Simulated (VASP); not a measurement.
# Rh (Fm-3m) in VASP: further runs, part 2 of 2

VASP 6.6.1.

## (3) Single point, PBE

INCAR

```
SYSTEM = Rh
PREC = Accurate
ENCUT = 520
EDIFF = 1E-6
ISMEAR = -1
SIGMA = 0.1
LREAL = .FALSE.
LASPH = .TRUE.
NELM = 80
ALGO = Normal
ISIF = 2
LWAVE = .FALSE.
LCHARG = .FALSE.
GGA = PE
NBANDS = 14
```

KPOINTS

```
Automatic mesh
0
G
  11 11 11
  0 0 0
```

POSCAR

```
Rh
1.0
    0.0000000000      1.9160595532      1.9160595532
    1.9160595532      0.0000000000      1.9160595532
    1.9160595532      1.9160595532      0.0000000000
Rh
1
Direct
    0.0000000000      0.0000000000      0.0000000000
```

Potentials or basis: VASP PAW PBE potentials, release 64 (Rh_pv).

The run is started by

```bash
$ cat potpaw_PBE.64/Rh_pv/POTCAR > POTCAR
$ mpirun -np 1 vasp_std > vasp.out
```

OUTCAR:

```text
SYSTEM = Rh
   PREC = Accurate
   ENCUT = 520
   EDIFF = 1E-6
   ISMEAR = -1
   LREAL = .FALSE.
   LASPH = .TRUE.
   NELM = 80
   ISIF = 2
   GGA = PE

 ion  position               nearest neighbor table
   1  0.000  0.000  0.000-

  LATTYP: Found a face centered cubic cell.
 ALAT       =     3.8321191064

  Lattice vectors:

 A1 = (   0.0000000000,   1.9160595532,   1.9160595532)
 A2 = (   1.9160595532,   0.0000000000,   1.9160595532)
 A3 = (   1.9160595532,   1.9160595532,   0.0000000000)

Analysis of symmetry for initial positions (statically):
=====================================================================
 Subroutine PRICEL returns:
 Original cell was already a primitive cell.

 Routine SETGRP: Setting up the symmetry group for a
 face centered cubic supercell.

 Subroutine GETGRP returns: Found 48 space group operations
 (whereof 48 operations were pure point group operations)
 out of a pool of 48 trial point group operations.

The static configuration has the point symmetry O_h .

Analysis of symmetry for dynamics (positions and initial velocities):
=====================================================================
 Subroutine PRICEL returns:
 Original cell was already a primitive cell.

 Routine SETGRP: Setting up the symmetry group for a
 face centered cubic supercell.

 Subroutine GETGRP returns: Found 48 space group operations
 (whereof 48 operations were pure point group operations)
 out of a pool of 48 trial point group operations.

The dynamic configuration has the point symmetry O_h .

 Subroutine INISYM returns: Found 48 space group operations
 (whereof 48 operations are pure point group operations),
 and found     1 'primitive' translations

----------------------------------------------------------------------------------------

                                     Primitive cell

  volume of cell :      14.0688

  direct lattice vectors                    reciprocal lattice vectors
     0.000000000  1.916059553  1.916059553    -0.260952223  0.260952223  0.260952223
     1.916059553  0.000000000  1.916059553     0.260952223 -0.260952223  0.260952223
     1.916059553  1.916059553  0.000000000     0.260952223  0.260952223 -0.260952223

  length of vectors
     2.709717406  2.709717406  2.709717406     0.451982509  0.451982509  0.451982509

  position of ions in fractional coordinates (direct lattice)
     0.000000000  0.000000000  0.000000000

  ion indices of the primitive-cell ions
   primitive index   ion index
                 1           1

----------------------------------------------------------------------------------------

 KPOINTS: Automatic mesh

Automatic generation of k-mesh.
 Grid dimensions read from file:
 generate k-points for:   11   11   11

 Generating k-lattice:

  Cartesian coordinates                     Fractional coordinates (reciprocal lattice)
    -0.023722929  0.023722929  0.023722929     0.090909091  0.000000000  0.000000000
     0.023722929 -0.023722929  0.023722929     0.000000000  0.090909091  0.000000000
     0.023722929  0.023722929 -0.023722929     0.000000000  0.000000000  0.090909091

  Length of vectors
     0.041089319  0.041089319  0.041089319

  Shift w.r.t. Gamma in fractional coordinates (k-lattice)
     0.000000000  0.000000000  0.000000000

 Subroutine IBZKPT returns following result:
 ===========================================

 Found     56 irreducible k-points:

 Following reciprocal coordinates:
            Coordinates               Weight
  0.000000  0.000000  0.000000      1.000000
  0.090909  0.000000  0.000000      8.000000
  0.181818  0.000000  0.000000      8.000000
  0.272727  0.000000  0.000000      8.000000
  0.363636  0.000000  0.000000      8.000000
  0.454545  0.000000  0.000000      8.000000
[... 16 lines left out ...]
 -0.272727  0.181818  0.000000     24.000000
 -0.181818  0.181818  0.000000     12.000000
 [... further k-points ...]
   k-points           NKPTS =     56   k-points in BZ     NKDIM =     56   number of bands    NBANDS=     14
   number of dos      NEDOS =    301   number of ions     NIONS =      1
   total plane-waves  NPLWV =   8000
   dimension x,y,z NGX =    20 NGY =   20 NGZ =   20
   dimension x,y,z NGXF=    40 NGYF=   40 NGZF=   40
   ions per type =               1
   NGX,Y,Z   is equivalent  to a cutoff of  12.27, 12.27, 12.27 a.u.
   NGXF,Y,Z  is equivalent  to a cutoff of  24.54, 24.54, 24.54 a.u.
 SYSTEM =  Rh
   PREC   = accura    normal or accurate (medium, high low for compatibility)
   ISTART =      0    job   : 0-new  1-cont  2-samecut
   ICHARG =      2    charge: 1-file 2-atom 10-const
   ISPIN  =      1    spin polarized calculation?
   LNONCOLLINEAR =      F non collinear calculations
   LSORBIT =      F    spin-orbit coupling
   LASPH  =      T    aspherical Exc in radial PAW
   ENCUT  =  520.0 eV  38.22 Ry    6.18 a.u.   5.04  5.04  5.04*2*pi/ulx,y,z
   NELM   =     80;   NELMIN=  2; NELMDL= -5     # of ELM steps
   EDIFF  = 0.1E-05   stopping-criterion for ELM
   LREAL  =      F    real-space projection
   EDIFFG = 0.1E-04   stopping-criterion for IOM
   NSW    =      0    number of steps for IOM
   IBRION =     -1    ionic relax: 0-MD 1-quasi-New 2-CG
   NFREE  =      0    steps in history (QN), initial steepest desc. (CG)
   ISIF   =      2    stress and relaxation
   ISYM   =      2    0-nonsym 1-usesym 2-fastsym
   POTIM  = 0.5000    time-step for ionic-motion
   TEBEG  =    0.0;   TEEND  =   0.0 temperature during run
   PSTRESS=    0.0 pullay stress
   NELECT =      15.0000    total number of electrons
   NUPDOWN=      -1.0000    fix difference up-down
   EMIN   =  10.00;   EMAX   =-10.00  energy-range for DOS
   EFERMI =   0.00;   METHOD = LEGACY
   ISMEAR =    -1;   SIGMA  =   0.10  broadening in eV -4-tet -1-fermi 0-gaus
   EFERMI_NEDOS =   21; number of points for ismear=-14 and -15
   IALGO  =     38    algorithm
   IMIX   =      4    mixing-type and parameters
     AMIX     =   0.40;   BMIX     =  1.00
     AMIX_MAG =   1.60;   BMIX_MAG =  1.00
  volume/ion in A,a.u.               =      14.07        94.94
  Fermi-wavevector in a.u.,A,eV,Ry     =   1.672449  3.160471 38.056666  2.797086
  Thomas-Fermi vector in A             =   2.757594
   LORBIT       =      0    0 simple, 1 ext, 2 COOP (PROOUT), +10 PAW based schemes
   GGA     = PE    functional components
   LHFCALC =     F    Hartree Fock is set to
   AEXX    =    0.0000 exact exchange contribution
   IVDW    =     0    specifies the selected vdW correction
   LEPSILON=     F    determine dielectric tensor
   LRPA    =     F    only Hartree local field effects (RPA)
 non-spin polarized calculation
  energy-cutoff  :      520.00
  volume of cell :       14.07
 maximum number of plane-waves:       388
   NGX =  9   NGY =  9   NGZ =  9

 number of electron      15.0000003 magnetization

 Free energy of the ion-electron system (eV)
  ---------------------------------------------------
  ext. energy  EPLUGINS =         0.00000000
  ---------------------------------------------------
  free energy    TOTEN  =        -7.27566662 eV

  energy without entropy =       -7.22666866  energy(sigma->0) =       -7.25116764

 E-fermi :  11.5003     XC(G=0): -13.8799

 val. band max:       11.4972760796   @ k =   0.3636   0.0000   0.0000
 cond. band min:      11.5106127392   @ k =  -0.2727   0.3636   0.0909
 fundamental gap:      0.0133366596
 Fermi energy:        11.5002630939

 k-point     1 :       0.0000    0.0000    0.0000
  band No.  band energies     occupation
      1     -34.8276      2.00000
      2     -34.8276      2.00000
      3     -34.8276      2.00000
      4       3.6969      2.00000
      5       8.5330      2.00000
      6       8.5330      2.00000
      7       8.5330      2.00000
      8      10.5448      1.99986
      9      10.5448      1.99986
     10      27.4963      0.00000
     11      32.1353      0.00000
     12      32.8250      0.00000
     13      32.8250      0.00000
     14      32.8250      0.00000

 k-point     2 :       0.0909    0.0000    0.0000
  band No.  band energies     occupation
      1     -34.8830      2.00000
      2     -34.8351      2.00000
      3     -34.8351      2.00000
      4       4.0180      2.00000
      5       8.3996      2.00000
      6       8.6530      2.00000
      7       8.6530      2.00000
      8      10.4826      1.99992
      9      10.4826      1.99992
     10      27.9382      0.00000
[... 362 lines left out ...]
 k-point    24 :      -0.1818    0.1818    0.0000
  band No.  band energies     occupation
      1     -35.2020      2.00000
      2     -34.9869      2.00000
      3     -34.8754      2.00000
      4       6.3425      2.00000
      5       7.6605      2.00000
      6       8.7276      2.00000
      7       9.6382      2.00000
      8       9.6865      2.00000
      9      12.1635      0.00263
     10      26.7967      0.00000
     11      28.2714      0.00000
     12      32.1267      0.00000
     13      32.4904      0.00000
     14      33.4103      0.00000

 [... further k-points ...]
[... 5 lines left out ...]
  --------------------------------------------------------------------------------------
  -------------------------------------------------------------------------------------
  Total        0.0349758      0.0349758      0.0349758     -0.0000000      0.0000000      0.0000000
  in kB        3.9830984      3.9830984      3.9830984     -0.0000000      0.0000000      0.0000000
  external PRESSURE =       3.9830984 kB  Pullay stress =       0.0000000 kB

 VOLUME and BASIS-vectors are now :
 -----------------------------------------------------------------------------
  energy-cutoff  :      520.00
  volume of cell :       14.07
      direct lattice vectors                 reciprocal lattice vectors
     0.000000000  1.916059553  1.916059553    -0.260952223  0.260952223  0.260952223
     1.916059553  0.000000000  1.916059553     0.260952223 -0.260952223  0.260952223
     1.916059553  1.916059553  0.000000000     0.260952223  0.260952223 -0.260952223

 POSITION                                       TOTAL-FORCE (eV/Angst)
 -----------------------------------------------------------------------------------
      0.00000      0.00000      0.00000        -0.000000      0.000000      0.000000
 -----------------------------------------------------------------------------------
    total drift:                                0.000000      0.000000      0.000000

  FREE ENERGIE OF THE ION-ELECTRON SYSTEM (eV)
  ---------------------------------------------------
  free  energy   TOTEN  =        -7.2756666249 eV

  energy  without entropy=       -7.2266686573  energy(sigma->0) =       -7.25116764
```

OSZICAR:

```text
N       E                     dE             d eps       ncg     rms          rms(c)
DAV:   1     0.118096769588E+03    0.11810E+03   -0.88493E+03  1574   0.115E+03
DAV:   2    -0.624084358969E+01   -0.12434E+03   -0.11892E+03  1754   0.338E+02
DAV:   3    -0.776340787179E+01   -0.15226E+01   -0.15201E+01  1886   0.410E+01
DAV:   4    -0.776910842551E+01   -0.57006E-02   -0.57004E-02  1808   0.257E+00
DAV:   5    -0.776915866402E+01   -0.50239E-04   -0.50239E-04  1832   0.212E-01    0.962E+00
DAV:   6    -0.729131491225E+01    0.47784E+00   -0.84964E-01  1694   0.125E+01    0.334E+00
DAV:   7    -0.727885529780E+01    0.12460E-01   -0.13814E-02  1802   0.131E+00    0.165E+00
DAV:   8    -0.727573362941E+01    0.31217E-02   -0.24661E-03  1712   0.667E-01    0.139E-01
DAV:   9    -0.727566615480E+01    0.67475E-04   -0.46705E-05  1718   0.896E-02    0.109E-02
DAV:  10    -0.727566662485E+01   -0.47005E-06   -0.29892E-06  1742   0.211E-02
   1 F= -.72756666E+01 E0= -.72511676E+01  d E =-.489980E-01
```

stdout:

```text
POSCAR found type information on POSCAR Rh
 POSCAR found :  1 types and       1 ions
 scaLAPACK will be used
 LDA part: xc-table for (Slater+PW92), standard interpolation
 POSCAR, INCAR and KPOINTS ok, starting setup
 FFT: planning ... GRIDC
 FFT: planning ... GRID_SOFT
 FFT: planning ... GRID
 WAVECAR not read
 entering main loop
```

Run time: 11 s. Hardware: 1 thread of Intel Xeon 8259CL, shared host; peak memory 0.13 GiB.

What came out:

- Free energy: -7.2757 eV
- Pressure: 0.4 GPa

Levels at points of the mesh, in eV from the Fermi level:
| k point | band 6 | band 7 | band 8 | band 9 | band 10 | band 11 |
| --- | --- | --- | --- | --- | --- | --- |
| (0.00, 0.00, 0.00) | -2.97 | -2.97 | -0.96 | -0.96 | 16.00 | 20.64 |

## (4) Single point, PBE

INCAR

```
PREC = Accurate ; ENCUT = 520
EDIFF = 1E-6 ; ISMEAR = -1
SIGMA = 0.1 ; LREAL = False
LASPH = True ; NELM = 100
ALGO = Normal ; ISIF = 2
LWAVE = False ; LCHARG = False
GGA = PE ; NBANDS = 14
```

KPOINTS

```
Automatic mesh
0
Gamma
  14 14 14
```

POSCAR is that of step 3.

The run is started by

```bash
$ cat potpaw_PBE.64/Rh_pv/POTCAR > POTCAR
$ mpirun -np 1 vasp_std > vasp.out
```

Wall time 18 s (1 thread of Intel Xeon 8259CL, shared host); peak memory 0.14 GiB.

The run converged. Its results:

```yaml
Free_energy: -7.2802 eV
Pressure: 0.0 GPa
```

Levels at points of the mesh, in eV from the Fermi level:
```
           k point  band 3  band 4  band 5  band 6  band 7  band 8  band 9  band 10  band 11  band 12
(0.00, 0.00, 0.00)  -46.32   -7.79   -2.96   -2.96   -2.96   -0.95   -0.95    16.01    20.63    21.34
(0.50, 0.00, 0.00)  -46.42   -5.92   -3.03   -3.03    0.56    0.56    0.76     8.42    15.51    20.63
(0.50, 0.50, 0.00)  -46.57   -6.09   -5.73    0.53    0.96    0.96    3.24    11.99    13.19    13.19
```

## (5) Single point, PBE

INCAR

```
SYSTEM = Rh
ALGO     = Normal         ! electronic algorithm
EDIFF    = 1E-6           ! SCF threshold, eV
ENCUT    = 520            ! plane-wave cutoff, eV
GGA      = PE             ! functional
ISIF     = 2              ! what is computed and relaxed
ISMEAR   = -1             ! smearing method
LASPH    = .TRUE.         ! aspherical terms in the spheres
LCHARG   = .FALSE.        ! write CHGCAR
LREAL    = .FALSE.        ! projectors in reciprocal space
LWAVE    = .FALSE.        ! write WAVECAR
NBANDS   = 14             ! bands
NELM     = 80             ! most SCF steps
PREC     = Accurate       ! precision mode
SIGMA    = 0.1            ! smearing width, eV
```

KPOINTS

```
k-points
0
G
  14 14 14
  0 0 0
```

POSCAR is that of step 4.

The run is started by

```bash
$ cat potpaw_PBE.64/Rh_pv/POTCAR > POTCAR
$ mpirun -np 1 vasp_std > vasp.out
```

Wall time 19 s (1 thread of Intel Xeon 8259CL, shared host); peak memory 0.14 GiB.

Results (log left out):

| Item | Value |
| --- | --- |
| Free energy | -7.2802 eV |
| Pressure | 0.0 GPa |

Levels at points of the mesh, in eV from the Fermi level:
```
           k point  band 5  band 6  band 7  band 8  band 9  band 10
(0.00, 0.00, 0.00)   -2.96   -2.96   -2.96   -0.95   -0.95    16.01
(0.50, 0.00, 0.00)   -3.03   -3.03    0.56    0.56    0.76     8.42
(0.50, 0.50, 0.00)   -5.73    0.53    0.96    0.96    3.24    11.99
```

## (6) Single point, PBE

INCAR

```
SYSTEM = Rh
ALGO = Normal
EDIFF = 1E-6
ENCUT = 520
GGA = PE
ISIF = 2
ISMEAR = -1
LASPH = .TRUE.
LCHARG = .FALSE.
LREAL = .FALSE.
LWAVE = .FALSE.
NBANDS = 14
NELM = 80
PREC = Accurate
SIGMA = 0.01
```

KPOINTS is that of step 5.

POSCAR is that of step 5.

Potentials or basis: VASP PAW PBE potentials, release 64 (Rh_pv).

The run is started by

```bash
$ cat potpaw_PBE.64/Rh_pv/POTCAR > POTCAR
$ mpirun -np 1 vasp_std > vasp.out
```

Wall time 20 s (1 thread of Intel Xeon 8259CL, shared host); peak memory 0.14 GiB.

It converged, with:

```
Free energy : -7.2586 eV
Pressure    : -0.4 GPa
```

Levels at points of the mesh, in eV from the Fermi level:
| k point | band 3 | band 4 | band 5 | band 6 | band 7 | band 8 | band 9 | band 10 | band 11 | band 12 |
| --- | --- | --- | --- | --- | --- | --- | --- | --- | --- | --- |
| (0.00, 0.00, 0.00) | -46.29 | -7.76 | -2.93 | -2.93 | -2.93 | -0.92 | -0.92 | 16.04 | 20.67 | 21.37 |
| (0.50, 0.00, 0.00) | -46.38 | -5.89 | -3.00 | -3.00 | 0.59 | 0.59 | 0.79 | 8.45 | 15.54 | 20.67 |
| (0.50, 0.50, 0.00) | -46.54 | -6.06 | -5.70 | 0.56 | 0.99 | 0.99 | 3.27 | 12.02 | 13.22 | 13.22 |

## (7) The runs side by side

```tsv
k mesh	smearing	gap on the mesh (eV)	pressure (GPa)
9 × 9 × 9	fermi-dirac 0.1 eV	none	0.2
11 × 11 × 11	fermi-dirac 0.1 eV	none	0.4
14 × 14 × 14	fermi-dirac 0.1 eV	none	0.0
14 × 14 × 14	fermi-dirac 0.01 eV	none	-0.4
```

Alike in all rows: task single point; level PBE; potentials or basis VASP PAW PBE potentials, release 64 (Rh_pv); no spin polarisation; cell as given; cutoff (eV) 520.

Every run on the cell as given and a fine mesh finds a metal.

Absolute energies hang on the potentials; compare differences alone.
